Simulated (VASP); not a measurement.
Here is a VASP 6.6.1 calculation.

Contents of INCAR:

```
SYSTEM = MgGe3N
PREC = Accurate ; ENCUT = 600
EDIFF = 1E-6 ; ISMEAR = 0
SIGMA = 0.2 ; LREAL = .FALSE.
LASPH = .TRUE. ; NELM = 60
ALGO = Normal ; ISIF = 3
LWAVE = .FALSE. ; LCHARG = .FALSE.
GGA = PE ; IBRION = 2
NSW = 36 ; EDIFFG = -0.08
```

Contents of KPOINTS:

```
regular mesh
0
G
  4 4 4
  0 0 0
```

File POSCAR:

```
MgGe3N
1.0
    2.8359941000      1.6373619600      2.9556811600
   -2.8359941000      1.6373619600      2.9556811600
    0.0000000000     -3.2747239200      2.9556811600
Mg Ge N
1 3 1
Direct
    0.9814630200      0.9814630200      0.9814630200
    0.8288610000      0.4127520000      0.4127520000
    0.4127520000      0.8288610000      0.4127520000
    0.4127520000      0.4127520000      0.8288610000
    0.4891360100      0.4891360100      0.4891360100
```

Potentials or basis: VASP PAW PBE potentials, release 64 (Mg, Ge_d, N).

The run is started by

```bash
$ cat potpaw_PBE.64/Mg/POTCAR potpaw_PBE.64/Ge_d/POTCAR potpaw_PBE.64/N/POTCAR > POTCAR
$ mpirun -np 1 vasp_std > vasp.out
```

(1) Predict the relaxed cell.

(2) What does it give for the space group after relaxing (to 0.1 Å)?

(3) Predict the relaxed volume.

Answers

(1) a = 4.744 Å, b = 4.744 Å, c = 4.744 Å, α = 79.62°, β = 79.62°, γ = 79.62°.

(2) R3m (No. 160).

(3) 20.42 Å³/atom.

Caveat: the k points lie up to 0.34 Å⁻¹ apart in the final cell, too coarse for converged energies and pressures of a metal; the volume moved by over 15 % at a fixed basis, so the end points are rough; an odd number of electrons without spin polarisation forces a metal; a magnetic or distorted state may lie lower.
